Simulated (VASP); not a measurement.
Runs of VASP 6.6.1 on Al2GaAs3. The structure is that of space group P3m1 (No. 156), or close to it. The cells are those of the table. 

```csv
task,cell,k mesh,smearing,gap on the mesh (eV),pressure (GPa),relaxed volume (Å³/atom),largest force (eV/Å)
single point,"a = 4.055, b = 4.055, c = 9.912 Å, angles 90.0, 90.0, 120.0°, 6 atoms",6 × 6 × 2,gaussian 0.1 eV,(a),0.2,-,0.01
single point,"a = 4.054, b = 4.054, c = 9.935 Å, angles 90.0, 90.0, 120.0°, 6 atoms",12 × 12 × 4,gaussian 0.02 eV,0.95,0.2,-,0.01
relaxation of cell and atoms,"relaxed from a = 3.854, b = 3.854, c = 9.439 Å, angles 90.0, 90.0, 120.0°, 6 atoms",6 × 6 × 2,gaussian 0.1 eV,(c),0.1,23.59,0.04
single point,"a = 3.854, b = 3.854, c = 9.439 Å, angles 90.0, 90.0, 120.0°, 6 atoms",6 × 6 × 2,gaussian 0.1 eV,1.17,14.2,-,0.08
relaxation of cell and atoms,"relaxed from a = 4.055, b = 4.055, c = 9.912 Å, angles 90.0, 90.0, 120.0°, 6 atoms",12 × 12 × 4,gaussian 0.02 eV,0.93,0.0,(b),0.01
```

Alike in all rows: level PBE; potentials or basis VASP PAW PBE potentials, release 64 (Al, Ga_d, As); no spin polarisation; cutoff (eV) 500.

Estimate the missing entries.

(a) 0.96; (b) 23.63; (c) 0.94.

Caveats: the volume moved by over 15 % at a fixed basis, so the end points are rough (at least some runs); the cell stands under pressure (at least some runs).

A k mesh can miss the band edges, and the runs leave out spin-orbit coupling on As, Ga.
